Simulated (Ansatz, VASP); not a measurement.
**Ga2SnSe3 in VASP and in Ansatz**

```
CELL_PARAMETERS angstrom
3.55718 0.00000 0.00000
0.00000 3.55718 0.00000
0.00000 0.00000 10.57417
ATOMIC_POSITIONS crystal
Ga 0.00000 0.00000 0.34637
Ga 0.00000 0.00000 0.65363
Sn 0.00000 0.00000 0.00000
Se 0.50000 0.50000 0.16835
Se 0.50000 0.50000 0.50000
Se 0.50000 0.50000 0.83165
```

Change from the starting cell: species swapped into the Mg3HgAu2 type (P4/mmm, No. 123).

Alike in both runs: functional PBE; k mesh 10 × 10 × 4; occupations gaussian, width 0.1 eV; no spin polarisation.

Ansatz relaxed the structure, and its values are those at the end. VASP's run is a single point on that final structure, the one shown.

|  | VASP | Ansatz |
| --- | --- | --- |
| version | VASP 6.6.1 | Ansatz 0.2.0 |
| potentials or method | VASP PAW PBE potentials, release 64 (Ga_d, Sn_d, Se), cutoff 520 eV | scalar-relativistic, plane waves, PAW |
| valence electrons in the cell | 58 | 88 |

```csv
,VASP,Ansatz,Ansatz less VASP
gap on the k mesh at the Fermi level (eV),none,none,-
pressure (GPa),0.0,0.0,-0.05
```

A gap of «none» marks a metal or a gap that the smearing closes. With one functional, cell and mesh, what is left measures potentials, basis and numerics. VASP's potentials hold 58 valence electrons a cell and Ansatz's 88, so a difference there can come from the potentials and not from the codes.
